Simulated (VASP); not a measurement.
# Pt2W (Immm) in VASP: electric field gradients with LDA

Aim: the electric field gradients of Pt2W with LDA.

Everything below comes from runs of VASP 6.6.1. Logs are shortened: lines on timing, memory, paths and dates and some standing lists are left out, and cuts for length are marked.

### 1 The cell of the first run

It takes space group Immm (No. 71, orthorhombic). The conventional cell has a = 2.773 Å, b = 3.964 Å, c = 8.307 Å, α = 90.00°, β = 90.00°, γ = 90.00°. Within 3.6 Å of Pt (site symmetry mm2) lie 7 Pt at 2.71 to 2.82 Å and 5 W at 2.77 to 2.80 Å. W (site symmetry mmm) has 2 W at 2.77 Å and 10 Pt at 2.77 to 2.80 Å within 3.7 Å.

### 2 Electric field gradients, LDA

INCAR reads:

```
SYSTEM = Pt2W
ALGO     = Normal         ! electronic algorithm
EDIFF    = 1E-8           ! SCF threshold, eV
ENCUT    = 520            ! plane-wave cutoff, eV
GGA      = CA             ! functional
ISIF     = 2              ! what is computed and relaxed
ISMEAR   = -1             ! smearing method
LASPH    = .TRUE.         ! aspherical terms in the spheres
LCHARG   = .FALSE.        ! write CHGCAR
LEFG     = .TRUE.       
LREAL    = .FALSE.        ! projectors in reciprocal space
LWAVE    = .FALSE.        ! write WAVECAR
NBANDS   = 24             ! bands
NELM     = 60             ! most SCF steps
PREC     = Accurate       ! precision mode
SIGMA    = 0.05           ! smearing width, eV
```

KPOINTS reads:

```
k-points
0
G
  14 14 14
  0 0 0
```

POSCAR reads:

```
Pt2W
1.0
   -1.3863662500      1.9822029900      4.1532628050
    1.3863662500     -1.9822029900      4.1532628050
    1.3863662500      1.9822029900     -4.1532628050
Pt W
2 1
Direct
    0.6632247000      0.6632247000      0.0000000000
    0.3367753000      0.3367753000      0.0000000000
    0.0000000000      0.0000000000      0.0000000000
```

Potentials or basis: VASP PAW LDA potentials, release 64 (Pt, W_sv).

Command:

```bash
cat potpaw_LDA.64/Pt/POTCAR potpaw_LDA.64/W_sv/POTCAR > POTCAR
mpirun -np 1 vasp_std > vasp.out
```

OUTCAR:

```text
SYSTEM = Pt2W
   EDIFF = 1E-8
   ENCUT = 520
   GGA = CA
   ISIF = 2
   ISMEAR = -1
   LASPH = .TRUE.
   LREAL = .FALSE.
   NELM = 60
   PREC = Accurate

 ion  position               nearest neighbor table
   1  0.663  0.663  0.000-   2 2.71   3 2.77   3 2.77   3 2.77   3 2.77   3 2.80   2 2.82   2 2.82
                             2 2.82   2 2.82
   2  0.337  0.337  0.000-   1 2.71   3 2.77   3 2.77   3 2.77   3 2.77   3 2.80   1 2.82   1 2.82
                             1 2.82   1 2.82
   3  0.000  0.000  0.000-   1 2.77   1 2.77   2 2.77   2 2.77   1 2.77   1 2.77   2 2.77   2 2.77
                             1 2.80   2 2.80

  LATTYP: Found a body centered orthorhombic cell.
 ALAT       =     2.7727325000
 B/A-ratio  =     1.4297830678
 C/A-ratio  =     2.9957904738

  Lattice vectors:

 A1 = (  -1.3863662500,   1.9822029900,   4.1532628050)
 A2 = (   1.3863662500,  -1.9822029900,   4.1532628050)
 A3 = (   1.3863662500,   1.9822029900,  -4.1532628050)

Analysis of symmetry for initial positions (statically):
=====================================================================
 Subroutine PRICEL returns:
 Original cell was already a primitive cell.

 Routine SETGRP: Setting up the symmetry group for a
 body centered orthorhombic supercell.

 Subroutine GETGRP returns: Found  8 space group operations
 (whereof  8 operations were pure point group operations)
 out of a pool of  8 trial point group operations.

The static configuration has the point symmetry D_2h.

Analysis of symmetry for dynamics (positions and initial velocities):
=====================================================================
 Subroutine PRICEL returns:
 Original cell was already a primitive cell.

 Routine SETGRP: Setting up the symmetry group for a
 body centered orthorhombic supercell.

 Subroutine GETGRP returns: Found  8 space group operations
 (whereof  8 operations were pure point group operations)
 out of a pool of  8 trial point group operations.

The dynamic configuration has the point symmetry D_2h.

 Subroutine INISYM returns: Found  8 space group operations
 (whereof  8 operations are pure point group operations),
 and found     1 'primitive' translations

----------------------------------------------------------------------------------------

                                     Primitive cell

  volume of cell :      45.6537

  direct lattice vectors                    reciprocal lattice vectors
    -1.386366250  1.982202990  4.153262805     0.000000000  0.252244600  0.120387277
     1.386366250 -1.982202990  4.153262805     0.360655058  0.000000000  0.120387277
     1.386366250  1.982202990 -4.153262805     0.360655058  0.252244600  0.000000000

  length of vectors
     4.806322087  4.806322087  4.806322087     0.279500330  0.380217263  0.440112950

  position of ions in fractional coordinates (direct lattice)
     0.663224700  0.663224700  0.000000000
     0.336775300  0.336775300  0.000000000
     0.000000000  0.000000000  0.000000000

  ion indices of the primitive-cell ions
   primitive index   ion index
                 1           1
                 2           2
                 3           3

----------------------------------------------------------------------------------------

 KPOINTS: k-points

Automatic generation of k-mesh.
 Grid dimensions read from file:
 generate k-points for:   14   14   14

 Generating k-lattice:

  Cartesian coordinates                     Fractional coordinates (reciprocal lattice)
     0.000000000  0.018017471  0.008599091     0.071428571 -0.000000000  0.000000000
     0.025761076  0.000000000  0.008599091     0.000000000  0.071428571  0.000000000
     0.025761076  0.018017471  0.000000000     0.000000000 -0.000000000  0.071428571

  Length of vectors
     0.019964309  0.027158376  0.031436639

  Shift w.r.t. Gamma in fractional coordinates (k-lattice)
     0.000000000  0.000000000  0.000000000

 Subroutine IBZKPT returns following result:
 ===========================================

 Found    428 irreducible k-points:

 Following reciprocal coordinates:
            Coordinates               Weight
  0.000000  0.000000  0.000000      1.000000
  0.071429 -0.000000  0.000000      4.000000
  0.142857  0.000000 -0.000000      4.000000
  0.214286  0.000000 -0.000000      4.000000
  0.285714 -0.000000  0.000000      4.000000
  0.357143 -0.000000  0.000000      4.000000
[... 16 lines left out ...]
  0.000000  0.142857 -0.000000      4.000000
  0.071429  0.142857  0.000000      8.000000
 [... further k-points ...]
   k-points           NKPTS =    428   k-points in BZ     NKDIM =    428   number of bands    NBANDS=     24
   number of dos      NEDOS =    301   number of ions     NIONS =      3
   total plane-waves  NPLWV =  46656
   dimension x,y,z NGX =    36 NGY =   36 NGZ =   36
   dimension x,y,z NGXF=    72 NGYF=   72 NGZF=   72
   ions per type =               2   1
   NGX,Y,Z   is equivalent  to a cutoff of  12.45, 12.45, 12.45 a.u.
   NGXF,Y,Z  is equivalent  to a cutoff of  24.90, 24.90, 24.90 a.u.
 SYSTEM =  Pt2W
   PREC   = accura    normal or accurate (medium, high low for compatibility)
   ISTART =      0    job   : 0-new  1-cont  2-samecut
   ICHARG =      2    charge: 1-file 2-atom 10-const
   ISPIN  =      1    spin polarized calculation?
   LNONCOLLINEAR =      F non collinear calculations
   LSORBIT =      F    spin-orbit coupling
   LASPH  =      T    aspherical Exc in radial PAW
   ENCUT  =  520.0 eV  38.22 Ry    6.18 a.u.   8.94  8.94  8.94*2*pi/ulx,y,z
   NELM   =     60;   NELMIN=  2; NELMDL= -5     # of ELM steps
   EDIFF  = 0.1E-07   stopping-criterion for ELM
   LREAL  =      F    real-space projection
   EDIFFG = 0.1E-06   stopping-criterion for IOM
   NSW    =      0    number of steps for IOM
   IBRION =     -1    ionic relax: 0-MD 1-quasi-New 2-CG
   NFREE  =      0    steps in history (QN), initial steepest desc. (CG)
   ISIF   =      2    stress and relaxation
   ISYM   =      2    0-nonsym 1-usesym 2-fastsym
   POTIM  = 0.5000    time-step for ionic-motion
   TEBEG  =    0.0;   TEEND  =   0.0 temperature during run
   PSTRESS=    0.0 pullay stress
   NELECT =      34.0000    total number of electrons
   NUPDOWN=      -1.0000    fix difference up-down
   EMIN   =  10.00;   EMAX   =-10.00  energy-range for DOS
   EFERMI =   0.00;   METHOD = LEGACY
   ISMEAR =    -1;   SIGMA  =   0.05  broadening in eV -4-tet -1-fermi 0-gaus
   EFERMI_NEDOS =   21; number of points for ismear=-14 and -15
   IALGO  =     38    algorithm
   IMIX   =      4    mixing-type and parameters
     AMIX     =   0.40;   BMIX     =  1.00
     AMIX_MAG =   1.60;   BMIX_MAG =  1.00
  volume/ion in A,a.u.               =      15.22       102.70
  Fermi-wavevector in a.u.,A,eV,Ry     =   1.483916  2.804195 29.960118  2.202007
  Thomas-Fermi vector in A             =   2.597518
   LORBIT       =      0    0 simple, 1 ext, 2 COOP (PROOUT), +10 PAW based schemes
   GGA     = CA    functional components
   LHFCALC =     F    Hartree Fock is set to
   AEXX    =    0.0000 exact exchange contribution
   IVDW    =     0    specifies the selected vdW correction
   LEPSILON=     F    determine dielectric tensor
   LRPA    =     F    only Hartree local field effects (RPA)
 non-spin polarized calculation
  energy-cutoff  :      520.00
  volume of cell :       45.65
 maximum number of plane-waves:      1250
   NGX = 17   NGY = 17   NGZ = 17

 number of electron      34.0000000 magnetization

 Free energy of the ion-electron system (eV)
  ---------------------------------------------------
  ext. energy  EPLUGINS =         0.00000000
  ---------------------------------------------------
  free energy    TOTEN  =       -30.22469937 eV

  energy without entropy =      -30.20808809  energy(sigma->0) =      -30.21639373

 E-fermi :  11.7197     XC(G=0): -13.7872

 val. band max:       11.7193837306   @ k =  -0.2857   0.3571   0.0714
 cond. band min:      11.7203499458   @ k =   0.2143   0.5000   0.0000
 fundamental gap:      0.0009662152
 Fermi energy:        11.7196824022

 k-point     1 :       0.0000    0.0000    0.0000
  band No.  band energies     occupation
      1     -62.4911      2.00000
      2     -27.0081      2.00000
      3     -26.9527      2.00000
      4     -26.4171      2.00000
      5       1.2408      2.00000
      6       5.4265      2.00000
[... 16 lines left out ...]
     23      20.5914      0.00000
     24      20.9972      0.00000

 k-point     2 :       0.0714   -0.0000    0.0000
  band No.  band energies     occupation
      1     -62.4911      2.00000
      2     -27.0080      2.00000
      3     -26.9537      2.00000
      4     -26.4171      2.00000
      5       1.3285      2.00000
      6       5.3886      2.00000
[... 16 lines left out ...]
     23      19.6416      0.00000
     24      20.2865      0.00000

 k-point     3 :       0.1429    0.0000   -0.0000
  band No.  band energies     occupation
      1     -62.4910      2.00000
      2     -27.0077      2.00000
      3     -26.9564      2.00000
      4     -26.4172      2.00000
      5       1.5868      2.00000
      6       5.2922      2.00000
[... 16 lines left out ...]
     23      18.1285      0.00000
     24      19.5022      0.00000
[... 514 lines left out ...]
 k-point    23 :       0.0000    0.1429   -0.0000
  band No.  band energies     occupation
      1     -62.4814      2.00000
      2     -26.9920      2.00000
      3     -26.9370      2.00000
      4     -26.5717      2.00000
      5       1.8678      2.00000
      6       5.7854      2.00000
[... 16 lines left out ...]
     23      20.3414      0.00000
     24      21.0673      0.00000

 k-point    24 :       0.0714    0.1429    0.0000
  band No.  band energies     occupation
      1     -62.4814      2.00000
      2     -26.9922      2.00000
      3     -26.9378      2.00000
      4     -26.5717      2.00000
      5       2.0098      2.00000
      6       5.7154      2.00000
[... 16 lines left out ...]
     23      19.5087      0.00000
     24      20.8132      0.00000

 [... further k-points ...]
[... 5 lines left out ...]
  --------------------------------------------------------------------------------------
  -------------------------------------------------------------------------------------
  Total       -2.4749979     -2.8081767     -2.6896222     -0.0000000      0.0000000      0.0000000
  in kB      -86.8580178    -98.5506535    -94.3900791     -0.0000000      0.0000000      0.0000000
  external PRESSURE =     -93.2662501 kB  Pullay stress =       0.0000000 kB

 VOLUME and BASIS-vectors are now :
 -----------------------------------------------------------------------------
  energy-cutoff  :      520.00
  volume of cell :       45.65
      direct lattice vectors                 reciprocal lattice vectors
    -1.386366250  1.982202990  4.153262805     0.000000000  0.252244600  0.120387277
     1.386366250 -1.982202990  4.153262805     0.360655058  0.000000000  0.120387277
     1.386366250  1.982202990 -4.153262805     0.360655058  0.252244600  0.000000000

 POSITION                                       TOTAL-FORCE (eV/Angst)
 -----------------------------------------------------------------------------------
      0.00000      0.00000      5.50909        -0.000000     -0.000000     -0.031115
      0.00000      0.00000      2.79743         0.000000      0.000000      0.031115
      0.00000      0.00000      0.00000        -0.000000     -0.000000     -0.000000
 -----------------------------------------------------------------------------------
    total drift:                               -0.000000     -0.000000      0.000000

  FREE ENERGIE OF THE ION-ELECTRON SYSTEM (eV)
  ---------------------------------------------------
  free  energy   TOTEN  =       -30.2246993713 eV

  energy  without entropy=      -30.2080880900  energy(sigma->0) =      -30.21639373

 Electric field gradients (V/A^2)
---------------------------------------------------------------------
 ion       V_xx      V_yy      V_zz      V_xy      V_xz      V_yz
---------------------------------------------------------------------
   1      -4.981    12.605    -7.625    -0.000     0.000     0.000
   2      -4.981    12.605    -7.625    -0.000     0.000     0.000
   3     -23.688   -15.930    39.618     0.000     0.000     0.001
---------------------------------------------------------------------

 Electric field gradients after diagonalization (V/A^2)
 (convention: |V_zz| > |V_xx| > |V_yy|)
----------------------------------------------------------------------
 ion       V_xx      V_yy      V_zz     asymmetry (V_yy - V_xx)/ V_zz
----------------------------------------------------------------------
   1      -7.625    -4.981    12.605       0.210
   2      -7.625    -4.981    12.605       0.210
   3     -23.688   -15.930    39.618       0.196
----------------------------------------------------------------------

           NMR quadrupolar parameters

 Cq : quadrupolar parameter    Cq=e*Q*V_zz/h
 eta: asymmetry parameters     (V_yy - V_xx)/ V_zz
 Q  : nuclear electric quadrupole moment in mb (millibarn)
----------------------------------------------------------------------
 ion       Cq(MHz)       eta       Q (mb)
----------------------------------------------------------------------
   1       0.030       0.210       1.000
   2       0.030       0.210       1.000
   3       0.096       0.196       1.000
----------------------------------------------------------------------
```

Wall time 8.2 min (1 thread of Intel Xeon Platinum 8488C (Sapphire Rapids), shared host); peak memory 0.52 GiB.

What came out:

```yaml
Free_energy: -30.2247 eV
Pressure: -9.3 GPa
Largest_force: 0.031 eV/Å
Band_gap_on_the_k_mesh: zero (bands 17 and 18 overlap by 2.32 eV)
Largest_electric_field_gradient_by_atom: Pt +12.6; W +39.6 V/Å²
```

Forces in eV/Å, atoms in the order of the input:
```
Pt   0.000  0.000 -0.031
Pt   0.000  0.000  0.031
W    0.000  0.000  0.000
```

Stress tensor (GPa, compression positive):
```
-8.69  0.00  0.00
 0.00 -9.86  0.00
 0.00  0.00 -9.44
```

Electric field gradients, principal values (V/Å²):
```
atom    least   middle  greatest (by size)
1 Pt   -4.981   -7.625              12.605
2 Pt   -4.981   -7.625              12.605
 3 W  -15.930  -23.688              39.618
```

Caveat: the cell stands under tension; without QUAD_EFG the Cq values of the log hold for a quadrupole moment of 1 mb, not for the nuclei; spin-orbit coupling is left out, which moves the levels of the heavy elements.
